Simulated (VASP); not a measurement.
# Ti (P6/mmm) in VASP: a series of runs, part 2 of 2

VASP 6.6.1.

## (3) Relaxation of cell and atoms, r2SCAN, target pressure 20 GPa, at which the enthalpy is minimised

This run uses another cell than the first one, of 14.86 Å³/atom.

POSCAR

```
Ti
1.0
    4.3603169556      0.0000000000      0.0000000000
   -2.1801584778      3.7761452521      0.0000000000
    0.0000000000      0.0000000000      2.7067367038
Ti
3
Direct
    0.0000000000      0.0000000000      0.0000000000
    0.3333333333      0.6666666667      0.5000000000
    0.6666666667      0.3333333333      0.5000000000
```

INCAR.step1

```
SYSTEM = Ti
  ALGO = Normal
  EDIFF = 1E-4
  ENCUT = 600
  GGA = PE
  ISMEAR = 0
  LASPH = .TRUE.
  LCHARG = .FALSE.
  LREAL = .FALSE.
  LWAVE = .TRUE.
  NELM = 80
  PREC = Accurate
  SIGMA = 0.1
```

INCAR.step2

```
SYSTEM = Ti
  ALGO = Normal
  EDIFF = 1E-6
  EDIFFG = -0.008
  ENCUT = 600
  IBRION = 2
  ISIF = 3
  ISMEAR = 0
  ISTART = 1
  LASPH = .TRUE.
  LCHARG = .FALSE.
  LMIXTAU = .TRUE.
  LREAL = .FALSE.
  LWAVE = .FALSE.
  METAGGA = R2SCAN
  NELM = 80
  NSW = 70
  PREC = Accurate
  PSTRESS = 200.0
  SIGMA = 0.1
```

KPOINTS

```
k-points
0
G
  12 12 16
  0 0 0
```

Potentials or basis: VASP PAW PBE potentials, release 64 (Ti_sv).

Run with:

```console
$ cat potpaw_PBE.64/Ti_sv/POTCAR > POTCAR
$ cp INCAR.step1 INCAR
$ mpirun -np 1 vasp_std > vasp.out
$ cp INCAR.step2 INCAR
$ mpirun -np 1 vasp_std > vasp.out
```

OUTCAR:

```text
SYSTEM = Ti
   EDIFF = 1E-6
   EDIFFG = -0.008
   ENCUT = 600
   IBRION = 2
   ISIF = 3
   ISMEAR = 0
   ISTART = 1
   LASPH = .TRUE.
   LREAL = .FALSE.
   METAGGA = R2SCAN
   NELM = 80
   NSW = 70
   PREC = Accurate
   PSTRESS = 200.0

 ion  position               nearest neighbor table
   1  0.000  0.000  0.000-   2 2.86   3 2.86   2 2.86   3 2.86   2 2.86   2 2.86   3 2.86   3 2.86
                             3 2.86   3 2.86   2 2.86   2 2.86
   2  0.333  0.667  0.500-   3 2.52   3 2.52   3 2.52   1 2.86   1 2.86   1 2.86   1 2.86   1 2.86
                             1 2.86
   3  0.667  0.333  0.500-   2 2.52   2 2.52   2 2.52   1 2.86   1 2.86   1 2.86   1 2.86   1 2.86
                             1 2.86

  LATTYP: Found a hexagonal cell.
 ALAT       =     4.3603169556
 C/A-ratio  =     0.6207660432

  Lattice vectors:

 A1 = (   4.3603169556,   0.0000000000,   0.0000000000)
 A2 = (  -2.1801584778,   3.7761452521,   0.0000000000)
 A3 = (   0.0000000000,   0.0000000000,   2.7067367038)

Analysis of symmetry for initial positions (statically):
=====================================================================
 Subroutine PRICEL returns:
 Original cell was already a primitive cell.

 Routine SETGRP: Setting up the symmetry group for a
 hexagonal supercell.

 Subroutine GETGRP returns: Found 24 space group operations
[... 172 lines left out ...]

  FORCE on cell =-STRESS in cart. coord.  units (eV):
  Direction    XX          YY          ZZ          XY          YZ          ZX
  --------------------------------------------------------------------------------------
  -------------------------------------------------------------------------------------
  Total        5.7369066      5.7369066      5.9837825      0.0000000      0.0000000     -0.0000000
  in kB      206.2412821    206.2412821    215.1164470      0.0000000      0.0000000     -0.0000000
  external PRESSURE =       9.1996704 kB  Pullay stress =     200.0000000 kB
[... 26 lines left out ...]
--------------------------------------- Ionic step        2  -------------------------------------------

 number of electron      35.9999994 magnetization

 E-fermi :   9.9332     XC(G=0): -13.1630

 val. band max:        9.9267944410   @ k =   0.2500   0.2500   0.0625
 cond. band min:       9.9339696613   @ k =   0.2500   0.1667   0.0625
 fundamental gap:      0.0071752203
 Fermi energy:         9.9331929353

 k-point     1 :       0.0000    0.0000    0.0000
  band No.  band energies     occupation
      1     -49.0996      2.00000
      2     -48.8369      2.00000
      3     -48.5961      2.00000
      4     -24.4471      2.00000
      5     -24.4471      2.00000
      6     -24.4182      2.00000
[... 707 lines left out ...]
--------------------------------------- Ionic step        5  -------------------------------------------

 number of electron      35.9999996 magnetization

 Free energy of the ion-electron system (eV)
  ---------------------------------------------------
  ext. energy  EPLUGINS =         0.00000000
  ---------------------------------------------------
  free energy    TOTEN  =       -38.53481613 eV

  energy without entropy =      -38.52240372  energy(sigma->0) =      -38.52860993

 E-fermi :  10.0230     XC(G=0): -13.2045

 val. band max:       10.0219566967   @ k =   0.3333   0.1667   0.0000
 cond. band min:      10.0259265613   @ k =   0.2500   0.2500   0.0625
 fundamental gap:      0.0039698645
 Fermi energy:        10.0230013720

 k-point     1 :       0.0000    0.0000    0.0000
  band No.  band energies     occupation
      1     -48.9959      2.00000
      2     -48.7309      2.00000
      3     -48.4868      2.00000
      4     -24.3528      2.00000
      5     -24.3528      2.00000
      6     -24.3170      2.00000
[... 625 lines left out ...]
  energy  without entropy=      -38.5224037237  energy(sigma->0) =      -38.52860993

  enthalpy is  TOTEN    =       -32.9449456647 eV   P V=        5.5898704617

 reached required accuracy - stopping structural energy minimisation
```

It took 1.6 h on 1 thread of Oxide Virtual Turin-like, shared host; peak memory 0.27 GiB.

What came out:

```
Free energy                                                : -38.5348 eV
Relaxed volume                                             : 14.93 Å³/atom
Relaxed cell                                               : a = 4.362 Å, b = 4.362 Å, c = 2.717 Å, α = 90.00°, β = 90.00°, γ = 120.00°
Space group after relaxing (to 0.1 Å)                      : P6/mmm (No. 191)
Energy change on relaxing (the run minimises the enthalpy) : -9.2 meV/atom
Ionic steps                                                : 5
Pressure after relaxing                                    : 20.0 GPa
Band gap on the k mesh                                     : zero (bands 18 and 19 overlap by 0.45 eV)
```

Step by step:
| step | energy change (eV) | largest force (eV/Å) | pressure (GPa) | volume (Å³) |
| --- | --- | --- | --- | --- |
| 1 | 0.0000 | 0.0000 | 20.92 | 44.57 |
| 2 | -0.0684 | 0.0000 | 18.67 | 45.12 |
| 3 | -0.0311 | 0.0000 | 19.91 | 44.81 |
| 4 | -0.0305 | 0.0000 | 19.93 | 44.80 |
| 5 | -0.0275 | 0.0000 | 20.03 | 44.78 |

Final structure:
```
Ti
1.0
     4.36247    0.00000    0.00000
    -2.18124    3.77801    0.00000
     0.00000    0.00000    2.71698
Ti
3
Direct
  0.00000 0.00000 0.00000
  0.33333 0.66667 0.50000
  0.66667 0.33333 0.50000
```

Caveat: the cell is relaxed towards a set pressure, so the run minimises the enthalpy, not the energy; the PAW data sets were made with another functional, which shifts forces and pressure a little.
